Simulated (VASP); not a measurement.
A run of VASP 6.6.1:

INCAR

```
SYSTEM = HC12
PREC = Accurate
ENCUT = 520
EDIFF = 1E-7
ISMEAR = 0
SIGMA = 0.05
LREAL = .FALSE.
LASPH = .TRUE.
NELM = 150
ALGO = Normal
ISIF = 2
LWAVE = .FALSE.
LCHARG = .FALSE.
ISPIN = 2
MAGMOM = 0 0 0 0 0 0 0 0 0 0 0 0 1
LORBIT = 11
LDIPOL = .TRUE.
IDIPOL = 3
DIPOL = 0.5 0.5 0.300
GGA = PE
IVDW = 12
NBANDS = 40
KPAR = 4
```

KPOINTS

```
regular mesh
0
G
  6 7 1
  0 0 0
```

Contents of POSCAR:

```
HC12
1.0
    4.9311586502      0.0000000000      0.0000000000
    0.0000000000      4.0098697767      0.0000000000
    0.0000000000      0.0000000000     21.6014232414
C H
12 1
Direct
    0.2500000000      0.3776970832      0.1851729840
    0.7500000000      0.3776970832      0.1851729840
    0.0000000000      0.4720802753      0.2130426460
    0.5000000000      0.4720802753      0.2130426460
    0.0000000000      0.6609562027      0.2688143161
    0.5000000000      0.6609562027      0.2688143161
    0.2500000000      0.7503681903      0.2962457608
    0.7500000000      0.7503681903      0.2962457608
    0.2500000000      0.9412921293      0.3552728042
    0.7500000000      0.9412921293      0.3552728042
    0.0000000000      0.0234303656      0.3796705036
    0.5000000000      0.0234303656      0.3796705036
    0.1666666667      0.6900970322      0.5092915924
```

Potentials or basis: VASP PAW PBE potentials, release 64 (C, H).

The run is started by

```sh
$ cat potpaw_PBE.64/C/POTCAR potpaw_PBE.64/H/POTCAR > POTCAR
$ mpirun -np 4 vasp_std > vasp.out
```

Hardware: 4 MPI ranks on AMD EPYC 7R43 64-Core Processor (Zen 3), with other jobs on the host.

Task: How long does it take, and how much memory?

Result: It took 15 min on 4 MPI ranks on AMD EPYC 7R43 64-Core Processor (Zen 3) (shared host), peak memory 0.95 GiB a rank. Counts: scf iterations 59, k points 22.
